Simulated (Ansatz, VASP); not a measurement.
**Two plane-wave programs on InAs**

INCAR

```
ALGO = Normal ; EDIFF = 1E-6
ENCUT = 500 ; GGA = PE
ISIF = 2 ; ISMEAR = 0
LASPH = True ; LCHARG = False
LREAL = False ; LWAVE = False
NBANDS = 11 ; NELM = 100
PREC = Accurate ; SIGMA = 0.1
```

KPOINTS

```
k-points
0
Gamma
  8 8 8
```

POSCAR

```
InAs
4.2681
    0.000000000000      0.707106206509      0.707106206509
    0.707106206509      0.000000000000      0.707106206509
    0.707106206509      0.707106206509      0.000000000000
In As
1 1
Direct
    0.0000000000      0.0000000000      0.0000000000
    0.7500000000      0.7500000000      0.7500000000
```

Contents of input.yaml:

```yaml
crystal:
  lattice:
    - [0.0, 3.018, 3.018]
    - [3.018, 0.0, 3.018]
    - [3.018, 3.018, 0.0]
  atoms:
    - { symbol: In, position: [0.0, 0.0, 0.0] }
    - { symbol: As, position: [0.75, 0.75, 0.75] }
hamiltonian:
  xc: pbe
  pseudopotentials: { kind: paw }
kpoints:
  mp_grid: { grid: [8, 8, 8] }
scf:
  occupations: { method: gaussian, width: 0.1 }
output:
  forces: true
  stress: true
  eigenvalues: true
```

Alike in both runs: task single point; functional PBE; k mesh 8 × 8 × 8; occupations gaussian, width 0.1 eV; no spin polarisation.

|  | VASP | Ansatz |
| --- | --- | --- |
| version | VASP 6.6.1 | Ansatz 0.2.0 |
| potentials or method | VASP PAW PBE potentials, release 64 (In, As) | Ansatz PAW |
| plane-wave cutoff (eV) | 500 | 420 |
| valence electrons in the cell | 8 | 28 |

VASP gave:

| Quantity | Value |
| --- | --- |
| gap on the k mesh at the Fermi level (eV) | none |
| pressure (GPa) | 5.2 |

What did Ansatz give for the same quantities?

gap on the k mesh at the Fermi level (eV): none; pressure (GPa): 4.3.

A gap of «none» marks a metal or a gap that the smearing closes. VASP's potentials hold 8 valence electrons a cell and Ansatz's 28, so a difference there can come from the potentials and not from the codes.
